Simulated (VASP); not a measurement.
Set up this calculation in VASP 6.6.1, as the native input.

```yaml
Task: single point
Functional: PBE
Potentials_or_basis: VASP PAW PBE potentials, release 64 (Hg, Te)
Cutoff: 520 eV
k_mesh: 12 × 12 × 10
Occupations: gaussian, width 0.15 eV
Spin: no spin polarisation
Dipole_correction: no
Further_INCAR_settings: ALGO = Fast; EDIFF = 1e-07; NBANDS = 26
```

The structure of HgTe lies in POSCAR:

```
HgTe
1.0
    3.1315624476     -3.6720200184      0.0000000000
    3.1315624476      3.6720200184      0.0000000000
    0.0000000000      0.0000000000      5.2745886723
Hg Te
2 2
Direct
    0.3319444959      0.6680555041      0.7500000000
    0.6680555041      0.3319444959      0.2500000000
    0.7707545029      0.2292454971      0.7500000000
    0.2292454971      0.7707545029      0.2500000000
```

This cell differs from its parent crystal: ratio of the length along z to the lengths across it x 0.85, volume and fractional coordinates fixed.

One way to write it, as run:

INCAR

```
SYSTEM = HgTe
PREC = Accurate
ENCUT = 520
EDIFF = 1E-7
ISMEAR = 0
SIGMA = 0.15
LREAL = .FALSE.
LASPH = .TRUE.
NELM = 100
ALGO = Fast
ISIF = 2
LWAVE = .FALSE.
LCHARG = .TRUE.
GGA = PE
LELF = .TRUE.
LVHAR = .TRUE.
NBANDS = 26
```

KPOINTS

```
Automatic mesh
0
G
  12 12 10
  0 0 0
```

Potentials or basis: VASP PAW PBE potentials, release 64 (Hg, Te).

Run with:

```bash
$ cat potpaw_PBE.64/Hg/POTCAR potpaw_PBE.64/Te/POTCAR > POTCAR
$ mpirun -np 1 vasp_std > vasp.out
```

Results of the run:

- Pressure: 3.8 GPa
- Largest force: 0.591 eV/Å
- Band gap on the k mesh: zero (bands 18 and 19 overlap by 1.27 eV)

Caveat: the stress differs along the axes, from -0 to 11 GPa; spin-orbit coupling is left out, which moves the levels of the heavy elements.

Wall time 13 min on 1 thread of Oxide Virtual Turin-like Processor, with other jobs on the host, peak memory 0.73 GiB.
